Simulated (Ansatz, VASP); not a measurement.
Two plane-wave programs on CdF2

The input INCAR:

```
SYSTEM = CdF2
ALGO = Normal
EDIFF = 1E-7
ENCUT = 520
GGA = PS
ISIF = 2
ISMEAR = 0
LASPH = .TRUE.
LCHARG = .TRUE.
LELF = .TRUE.
LREAL = .FALSE.
LVHAR = .TRUE.
LWAVE = .FALSE.
NBANDS = 20
NELM = 80
PREC = Accurate
SIGMA = 0.05
```

File KPOINTS:

```
k-points
0
G
  8 8 8
  0 0 0
```

File POSCAR:

```
CdF2
1.0
    0.0000000000      2.6088568604      2.4079748821
    2.6088568604      0.0000000000      2.4079748821
    2.6088568604      2.6088568604      0.0000000000
Cd F
1 2
Direct
    0.0000000000      0.0000000000      0.0000000000
    0.2500000000      0.2500000000      0.2500000000
    0.7500000000      0.7500000000      0.7500000000
```

Input for Ansatz:

```yaml
crystal:
  lattice:
    - [0.0, 2.6088568604, 2.4079748821]
    - [2.6088568604, 0.0, 2.4079748821]
    - [2.6088568604, 2.6088568604, 0.0]
  atoms:
    - { symbol: Cd, position: [0.0, 0.0, 0.0] }
    - { symbol: F, position: [0.25, 0.25, 0.25] }
    - { symbol: F, position: [0.75, 0.75, 0.75] }
basis:
  ecutwfc: 520.0
kpoints:
  mp_grid: { grid: [8, 8, 8] }
hamiltonian:
  xc: pbesol
scf:
  occupations: { method: gaussian, width: 0.05 }
output:
  forces: true
  stress: true
  eigenvalues: true
```

Alike in both runs: task single point; functional PBEsol; k mesh 8 × 8 × 8; occupations gaussian, width 0.05 eV; no spin polarisation.

```csv
,VASP,Ansatz
version,VASP 6.6.1,Ansatz 0.2.0
potentials or method,"VASP PAW PBE potentials, release 64 (Cd, F), cutoff 520 eV","scalar-relativistic, plane waves, PAW"
valence electrons in the cell,26,34
```

Ansatz gave:

* gap on the k mesh at the Fermi level (eV): 3.39
* least direct gap on the mesh (eV): 3.62

Problem. Which values does VASP return?

Solution. gap on the k mesh at the Fermi level (eV): 3.35; least direct gap on the mesh (eV): 3.58.

VASP's potentials were made for PBE, not for PBEsol. The functional is the same, so the differences come from potentials, cutoffs and numerics. VASP's potentials hold 26 valence electrons a cell and Ansatz's 34, so a difference there can come from the potentials and not from the codes.
